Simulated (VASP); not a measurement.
Input of a VASP 6.6.1 run:

File INCAR:

```
ALGO = Normal
EDIFF = 1E-8
ENCUT = 520
GGA = PE
ISIF = 2
ISMEAR = -1
LASPH = T
LCHARG = F
LEFG = T
LREAL = F
LWAVE = F
NBANDS = 28
NELM = 100
PREC = Accurate
SIGMA = 0.03
```

File KPOINTS:

```
k-points
0
Gamma
  8 8 6
```

File POSCAR:

```
PbO
1.0
    3.9744000000      0.0000000000      0.0000000000
    0.0000000000      3.9744000000      0.0000000000
    0.0000000000      0.0000000000      5.0220000000
Pb O
2 2
Direct
    0.0000000000      0.5000000000      0.2351000000
    0.5000000000      0.0000000000      0.7649000000
    0.0000000000      0.0000000000      0.0000000000
    0.5000000000      0.5000000000      0.0000000000
```

Potentials or basis: VASP PAW PBE potentials, release 64 (Pb_d, O).

The run is started by

```sh
$ cat potpaw_PBE.64/Pb_d/POTCAR potpaw_PBE.64/O/POTCAR > POTCAR
$ mpirun -np 1 vasp_std > vasp.out
```

Estimate the band gap on the k mesh.

1.25 eV (least direct gap 2.32 eV).

Predict the largest force.

0.496 eV/Å.

Forces on the atoms (eV/Å):
```
Pb   0.000  0.000  0.496
Pb   0.000  0.000 -0.496
O    0.000  0.000  0.000
O    0.000  0.000  0.000
```

Caveat: without QUAD_EFG the Cq values of the log hold for a quadrupole moment of 1 mb, not for the nuclei; spin-orbit coupling is left out, which moves the levels of the heavy elements. A k mesh can miss the band edges.
